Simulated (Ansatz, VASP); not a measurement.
## One calculation of Fe4Si, two programs

```xyz
5
Lattice="0.0000 2.0276 9.4663 1.5219 0.0000 9.4663 1.5219 2.0276 0.0000" Properties=species:S:1:pos:R:3 pbc="T T T"
Fe    1.5219    2.0276   11.2473
Fe    1.5219    2.0276    3.7481
Fe    1.5219    2.0276   15.1846
Fe    1.5219    2.0276    7.6854
Si    0.0000    0.0000    0.0000
```

Alike in both runs: task single point; functional PBEsol; k mesh 11 × 11 × 11; occupations fermi-dirac, width 0.05 eV; no spin polarisation.

|  | VASP | Ansatz |
| --- | --- | --- |
| version | VASP 6.6.1 | Ansatz 0.2.0 |
| potentials or method | VASP PAW PBE potentials, release 64 (Fe, Si) | Ansatz PAW |
| plane-wave cutoff (eV) | 520 | 420 |
| valence electrons in the cell | 36 | 68 |

VASP gave:

| Quantity | Value |
| --- | --- |
| gap on the k mesh at the Fermi level (eV) | none |
| pressure (GPa) | -24.1 |
| traceless stress, the component that is largest in VASP (GPa) | 9.83 |
| rms of the force components (eV/Å) | 0.241 |

Problem. What did Ansatz give for the same quantities?

Solution. gap on the k mesh at the Fermi level (eV): none; pressure (GPa): -24.4; traceless stress, the component that is largest in VASP (GPa): 9.88; rms of the force components (eV/Å): 0.231.

VASP's potentials were made for PBE, not for PBEsol. Atom by atom the forces differ by 0.010 eV/Å (rms over components). A gap of «none» marks a metal or a gap that the smearing closes. With one functional, cell and mesh, what is left measures potentials, basis and numerics. VASP's potentials hold 36 valence electrons a cell and Ansatz's 68, so a difference there can come from the potentials and not from the codes.
